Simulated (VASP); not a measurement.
# Na in VASP: a series of runs, part 2 of 2

VASP 6.6.1. Earlier steps stand in the parts before.

**4. Single point, PBEsol (volume scaled by 1.06)**

INCAR reads:

```
PREC = Accurate
ENCUT = 520
EDIFF = 1E-6
ISMEAR = -1
SIGMA = 0.05
LREAL = F
LASPH = T
NELM = 100
ALGO = Normal
ISIF = 2
LWAVE = F
LCHARG = T
GGA = PS
LELF = T
LVHAR = T
NBANDS = 10
```

KPOINTS reads:

```
Automatic mesh
0
Gamma
  12 12 12
```

POSCAR reads:

```
Na
1.0
   -2.1590301515      2.1590301515      2.1590301515
    2.1590301515     -2.1590301515      2.1590301515
    2.1590301515      2.1590301515     -2.1590301515
Na
1
Direct
    0.0000000000      0.0000000000      0.0000000000
```

Potentials or basis: VASP PAW PBE potentials, release 64 (Na_pv).

Started as:

```console
$ cat potpaw_PBE.64/Na_pv/POTCAR > POTCAR
$ mpirun -np 1 vasp_std > vasp.out
```

OUTCAR:

```text
PREC = Accurate
   ENCUT = 520
   EDIFF = 1E-6
   ISMEAR = -1
   LREAL = F
   LASPH = T
   NELM = 100
   ISIF = 2
   GGA = PS

 ion  position               nearest neighbor table
   1  0.000  0.000  0.000-

  LATTYP: Found a body centered cubic cell.
 ALAT       =     4.3180603030

  Lattice vectors:

 A1 = (  -2.1590301515,   2.1590301515,   2.1590301515)
 A2 = (   2.1590301515,  -2.1590301515,   2.1590301515)
 A3 = (   2.1590301515,   2.1590301515,  -2.1590301515)

Analysis of symmetry for initial positions (statically):
=====================================================================
 Subroutine PRICEL returns:
 Original cell was already a primitive cell.

 Routine SETGRP: Setting up the symmetry group for a
 body centered cubic supercell.

 Subroutine GETGRP returns: Found 48 space group operations
 (whereof 48 operations were pure point group operations)
 out of a pool of 48 trial point group operations.

The static configuration has the point symmetry O_h .

Analysis of symmetry for dynamics (positions and initial velocities):
=====================================================================
 Subroutine PRICEL returns:
 Original cell was already a primitive cell.

 Routine SETGRP: Setting up the symmetry group for a
 body centered cubic supercell.

 Subroutine GETGRP returns: Found 48 space group operations
 (whereof 48 operations were pure point group operations)
 out of a pool of 48 trial point group operations.

The dynamic configuration has the point symmetry O_h .

 Subroutine INISYM returns: Found 48 space group operations
 (whereof 48 operations are pure point group operations),
 and found     1 'primitive' translations

----------------------------------------------------------------------------------------

                                     Primitive cell
[... 105 lines left out ...]
   EFERMI_NEDOS =   21; number of points for ismear=-14 and -15
   IALGO  =     38    algorithm
   IMIX   =      4    mixing-type and parameters
     AMIX     =   0.40;   BMIX     =  1.00
     AMIX_MAG =   1.60;   BMIX_MAG =  1.00
  volume/ion in A,a.u.               =      40.26       271.66
  Fermi-wavevector in a.u.,A,eV,Ry     =   0.913753  1.726743 11.360110  0.834945
  Thomas-Fermi vector in A             =   2.038301
   LORBIT       =      0    0 simple, 1 ext, 2 COOP (PROOUT), +10 PAW based schemes
   GGA     = PS    functional components
   LHFCALC =     F    Hartree Fock is set to
   AEXX    =    0.0000 exact exchange contribution
   IVDW    =     0    specifies the selected vdW correction
   LEPSILON=     F    determine dielectric tensor
   LRPA    =     F    only Hartree local field effects (RPA)
 non-spin polarized calculation
  energy-cutoff  :      520.00
  volume of cell :       40.26
 maximum number of plane-waves:      1107
   NGX = 13   NGY = 13   NGZ = 13

 number of electron       6.9999998 magnetization

 Free energy of the ion-electron system (eV)
  ---------------------------------------------------
  ext. energy  EPLUGINS =         0.00000000
  ---------------------------------------------------
  free energy    TOTEN  =        -1.39068795 eV

  energy without entropy =       -1.38516733  energy(sigma->0) =       -1.38792764

 E-fermi :   0.0477     XC(G=0):  -6.2881

 val. band max:        0.0122531770   @ k =  -0.3333   0.4167   0.1667
 cond. band min:       0.1188825907   @ k =   0.3333   0.1667   0.0000
 fundamental gap:      0.1066294138
 Fermi energy:         0.0476947075

 k-point     1 :       0.0000    0.0000    0.0000
  band No.  band energies     occupation
      1     -24.7729      2.00000
      2     -24.7729      2.00000
      3     -24.7729      2.00000
      4      -3.0246      2.00000
      5      11.2898      0.00000
      6      11.2898      0.00000
      7      11.2898      0.00000
      8      12.2473      0.00000
      9      12.2473      0.00000
     10      12.7558      0.00000
[... 287 lines left out ...]
 k-point    24 :       0.4167    0.0833    0.0833
  band No.  band energies     occupation
      1     -24.7977      2.00000
      2     -24.7830      2.00000
      3     -24.7745      2.00000
      4       1.0181      0.00000
      5       1.4425      0.00000
      6       6.0287      0.00000
      7       6.9518      0.00000
      8      11.2275      0.00000
      9      11.9205      0.00000
     10      15.6960      0.00000

 [... further k-points ...]
[... 5 lines left out ...]
  --------------------------------------------------------------------------------------
  -------------------------------------------------------------------------------------
  Total       -0.1718241     -0.1718241     -0.1718241      0.0000000      0.0000000     -0.0000000
  in kB       -6.8384637     -6.8384637     -6.8384637      0.0000000      0.0000000     -0.0000000
  external PRESSURE =      -6.8384637 kB  Pullay stress =       0.0000000 kB

 VOLUME and BASIS-vectors are now :
 -----------------------------------------------------------------------------
  energy-cutoff  :      520.00
  volume of cell :       40.26
      direct lattice vectors                 reciprocal lattice vectors
    -2.159030152  2.159030152  2.159030152     0.000000000  0.231585464  0.231585464
     2.159030152 -2.159030152  2.159030152     0.231585464  0.000000000  0.231585464
     2.159030152  2.159030152 -2.159030152     0.231585464  0.231585464  0.000000000

 POSITION                                       TOTAL-FORCE (eV/Angst)
 -----------------------------------------------------------------------------------
      0.00000      0.00000      0.00000         0.000000     -0.000000      0.000000
 -----------------------------------------------------------------------------------
    total drift:                                0.000000      0.000000      0.000000

  FREE ENERGIE OF THE ION-ELECTRON SYSTEM (eV)
  ---------------------------------------------------
  free  energy   TOTEN  =        -1.3906879499 eV

  energy  without entropy=       -1.3851673290  energy(sigma->0) =       -1.38792764
```

Run time: 21 s. Hardware: 1 thread of AMD EPYC 7R43 (Zen 3), shared host; peak memory 0.13 GiB.

What came out:

```
Free energy : -1.3907 eV
Pressure    : -0.7 GPa
```

Levels at points of the mesh, in eV from the Fermi level:
| k point | band 1 | band 2 | band 3 | band 4 | band 5 | band 6 | band 7 | band 8 |
| --- | --- | --- | --- | --- | --- | --- | --- | --- |
| (0.00, 0.00, 0.00) | -24.82 | -24.82 | -24.82 | -3.07 | 11.24 | 11.24 | 11.24 | 12.20 |
| (0.50, 0.00, 0.00) | -24.85 | -24.83 | -24.82 | 0.76 | 1.17 | 7.90 | 8.65 | 8.83 |
| (0.50, 0.50, 0.50) | -24.84 | -24.84 | -24.84 | 4.41 | 4.41 | 4.65 | 4.65 | 4.65 |

Caveat: the PAW data sets were made with another functional, which shifts forces and pressure a little.

**5. Single point, PBEsol (zz strain of -1 %)**

INCAR reads:

```
SYSTEM = Na
ALGO = Normal ; EDIFF = 1E-6
ENCUT = 520 ; GGA = PS
ISIF = 2 ; ISMEAR = -1
LASPH = .True. ; LCHARG = .True.
LELF = .True. ; LREAL = .False.
LVHAR = .True. ; LWAVE = .False.
NBANDS = 10 ; NELM = 60
PREC = Accurate ; SIGMA = 0.05
```

KPOINTS reads:

```
k-points
0
Gamma
  12 12 12
  0 0 0
```

POSCAR reads:

```
Na
1.0
   -2.1175000000      2.1175000000      2.0963250000
    2.1175000000     -2.1175000000      2.0963250000
    2.1175000000      2.1175000000     -2.0963250000
Na
1
Direct
    0.0000000000      0.0000000000      0.0000000000
```

Started as:

```console
$ cat potpaw_PBE.64/Na_pv/POTCAR > POTCAR
$ mpirun -np 1 vasp_std > vasp.out
```

Wall time 27 s (1 thread of Intel Xeon 6975P-C, shared host); peak memory 0.18 GiB.

Results (log left out):

* Free energy: -1.3985 eV
* Pressure: -0.3 GPa

Levels at points of the mesh, in eV from the Fermi level:
| k point | band 2 | band 3 | band 4 | band 5 | band 6 | band 7 |
| --- | --- | --- | --- | --- | --- | --- |
| (0.00, 0.00, 0.00) | -24.76 | -24.76 | -3.21 | 11.58 | 11.73 | 11.73 |
| (0.50, 0.00, 0.00) | -24.77 | -24.76 | 0.79 | 1.26 | 8.14 | 9.05 |
| (0.50, 0.50, 0.00) | -24.77 | -24.76 | 0.76 | 1.22 | 8.26 | 9.18 |
| (0.50, 0.50, 0.50) | -24.79 | -24.79 | 4.49 | 4.57 | 4.82 | 4.82 |

Caveat: the cell differs from its parent crystal (zz strain of -1 %); the PAW data sets were made with another functional, which shifts forces and pressure a little.

**6. Single point, PBEsol (zz strain of +3 %)**

INCAR reads:

```
SYSTEM = Na
  ALGO = Normal
  EDIFF = 1E-6
  ENCUT = 520
  GGA = PS
  ISIF = 2
  ISMEAR = -1
  LASPH = .True.
  LCHARG = .False.
  LREAL = .False.
  LWAVE = .False.
  NBANDS = 10
  NELM = 60
  PREC = Accurate
  SIGMA = 0.05
```

KPOINTS is that of step 5.

POSCAR reads:

```
Na
1.0
   -2.1175000000      2.1175000000      2.1810250000
    2.1175000000     -2.1175000000      2.1810250000
    2.1175000000      2.1175000000     -2.1810250000
Na
1
Direct
    0.0000000000      0.0000000000      0.0000000000
```

Potentials or basis: VASP PAW PBE potentials, release 64 (Na_pv).

Started as:

```console
$ cat potpaw_PBE.64/Na_pv/POTCAR > POTCAR
$ mpirun -np 1 vasp_std > vasp.out
```

It took 26 s on 1 thread of Intel Xeon 6975P-C, shared host; peak memory 0.18 GiB.

Results (log left out):

| Item | Value |
| --- | --- |
| Free energy | -1.3950 eV |
| Pressure | -0.5 GPa |

Levels at points of the mesh, in eV from the Fermi level:
| k point | band 1 | band 2 | band 3 | band 4 | band 5 | band 6 | band 7 |
| --- | --- | --- | --- | --- | --- | --- | --- |
| (0.00, 0.00, 0.00) | -24.80 | -24.80 | -24.80 | -3.14 | 11.28 | 11.28 | 11.71 |
| (0.50, 0.00, 0.00) | -24.83 | -24.81 | -24.80 | 0.73 | 1.16 | 8.14 | 8.95 |
| (0.50, 0.50, 0.00) | -24.83 | -24.81 | -24.80 | 0.84 | 1.29 | 7.78 | 8.59 |
| (0.50, 0.50, 0.50) | -24.82 | -24.82 | -24.82 | 4.32 | 4.42 | 4.58 | 4.90 |

Caveat: the cell differs from its parent crystal (zz strain of +3 %); the PAW data sets were made with another functional, which shifts forces and pressure a little.

**7. The runs side by side**

| cell | gap on the mesh (eV) | pressure (GPa) |
| --- | --- | --- |
| a = 3.704 Å, angles 109.5°, 1 atom | none | -0.5 |
| a = 3.716 Å, angles 109.5°, 1 atom | none | -0.6 |
| a = 3.740 Å, angles 109.5°, 1 atom | none | -0.7 |
| a = 3.655 Å, angles 109.2, 109.2, 110.0°, 1 atom | none | -0.3 |
| a = 3.705 Å, angles 110.3, 110.3, 107.9°, 1 atom | none | -0.5 |

Alike in all rows: task single point; level PBEsol; potentials or basis VASP PAW PBE potentials, release 64 (Na_pv); no spin polarisation; k mesh 12 × 12 × 12; cutoff (eV) 520; smearing fermi-dirac 0.05 eV.

Caveats: the PAW data sets were made with another functional, which shifts forces and pressure a little.

Total energies depend on the potentials used, so only differences within one code and one set of settings carry meaning.
